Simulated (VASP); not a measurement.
A run of VASP 6.6.1 is set up as follows.

Contents of POSCAR:

```
Sn
1.0
   -2.1225500410      2.1225500410      1.5361032553
    2.1225500410     -2.1225500410      1.5361032553
    2.1225500410      2.1225500410     -1.5361032553
Sn
1
Direct
    0.0000000000      0.0000000000      0.0000000000
```

The input INCAR.step1:

```
ALGO     = Normal         # electronic algorithm
EDIFF    = 1E-5           # SCF threshold, eV
ENCUT    = 520            # plane-wave cutoff, eV
GGA      = PE             # functional
ISIF     = 2              # what is computed and relaxed
ISMEAR   = -1             # smearing method
LASPH    = T              # aspherical terms in the spheres
LREAL    = F              # projectors in reciprocal space
LWAVE    = T              # write WAVECAR
NBANDS   = 13             # bands
NELM     = 80             # most SCF steps
PREC     = Accurate       # precision mode
SIGMA    = 0.05           # smearing width, eV
```

The input INCAR.step2:

```
AEXX     = 0.25           # exact-exchange fraction
ALGO     = Normal         # electronic algorithm
EDIFF    = 1E-7           # SCF threshold, eV
ENCUT    = 520            # plane-wave cutoff, eV
GGA      = PE             # functional
HFSCREEN = 0.3            # screening, 1/A
ISIF     = 2              # what is computed and relaxed
ISMEAR   = -1             # smearing method
ISTART   = 1            
LASPH    = T              # aspherical terms in the spheres
LCHARG   = T              # write CHGCAR
LELF     = T              # ELF
LHFCALC  = T              # exact exchange
LREAL    = F              # projectors in reciprocal space
LVHAR    = T            
LWAVE    = F              # write WAVECAR
NBANDS   = 13             # bands
NELM     = 80             # most SCF steps
PREC     = Accurate       # precision mode
PRECFOCK = Normal       
SIGMA    = 0.05           # smearing width, eV
```

File KPOINTS:

```
k-points
0
Gamma
  5 5 5
```

Potentials or basis: VASP PAW PBE potentials, release 64 (Sn_d).

Run with:

```sh
$ cat potpaw_PBE.64/Sn_d/POTCAR > POTCAR
$ cp INCAR.step1 INCAR
$ mpirun -np 1 vasp_std > vasp.out
$ cp INCAR.step2 INCAR
$ mpirun -np 1 vasp_std > vasp.out
```

(1) What does it give for the pressure?

(2) Predict the band gap on the k mesh.

Results:

(1) 0.0 GPa.

(2) zero (bands 7 and 8 overlap by 7.55 eV).

Caveat: the k points lie up to 0.50 Å⁻¹ apart, too coarse for converged energies and pressures of a metal; the PAW data sets were made with another functional, which shifts forces and pressure a little; spin-orbit coupling is left out, which moves the levels of the heavy elements.
